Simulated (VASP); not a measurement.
A run of VASP 6.6.1:

The input POSCAR:

```
GaP
1.0
    0.0000000000      2.6696170428      2.6696170428
    2.6696170428      0.0000000000      2.6696170428
    2.6696170428      2.6696170428      0.0000000000
Ga P
1 1
Direct
    0.0000000000      0.0000000000      0.0000000000
    0.7500000000      0.7500000000      0.7500000000
```

Contents of INCAR.step1:

```
  PREC = Accurate
  ENCUT = 520
  EDIFF = 1E-5
  ISMEAR = -1
  SIGMA = 0.05
  LREAL = False
  LASPH = True
  NELM = 100
  ALGO = Normal
  ISIF = 2
  LWAVE = True
  LCHARG = False
  NBANDS = 16
  GGA = PE
```

Contents of INCAR.step2:

```
  PREC = Accurate
  ENCUT = 520
  EDIFF = 1E-6
  ISMEAR = -1
  SIGMA = 0.05
  LREAL = False
  LASPH = True
  NELM = 100
  ALGO = Normal
  ISIF = 2
  LWAVE = False
  LCHARG = False
  GGA = PE
  LHFCALC = True
  AEXX = 1.0
  ALDAC = 0.0
  AGGAC = 0.0
  PRECFOCK = Normal
  NBANDS = 16
  ISTART = 1
```

File KPOINTS:

```
regular mesh
0
Gamma
  4 4 4
```

Potentials or basis: VASP PAW PBE potentials, release 64 (Ga_d, P).

Run with:

```console
$ cat potpaw_PBE.64/Ga_d/POTCAR potpaw_PBE.64/P/POTCAR > POTCAR
$ cp INCAR.step1 INCAR
$ mpirun -np 1 vasp_std > vasp.out
$ cp INCAR.step2 INCAR
$ mpirun -np 1 vasp_std > vasp.out
```

Hardware: 1 thread of AMD EPYC 7R43 64-Core Processor (Zen 3) (shared host).

Estimate the wall time of this run.

It took 11 min on 1 thread of AMD EPYC 7R43 64-Core Processor (Zen 3), with other jobs on the host, peak memory 0.14 GiB. Counts: k points 8.
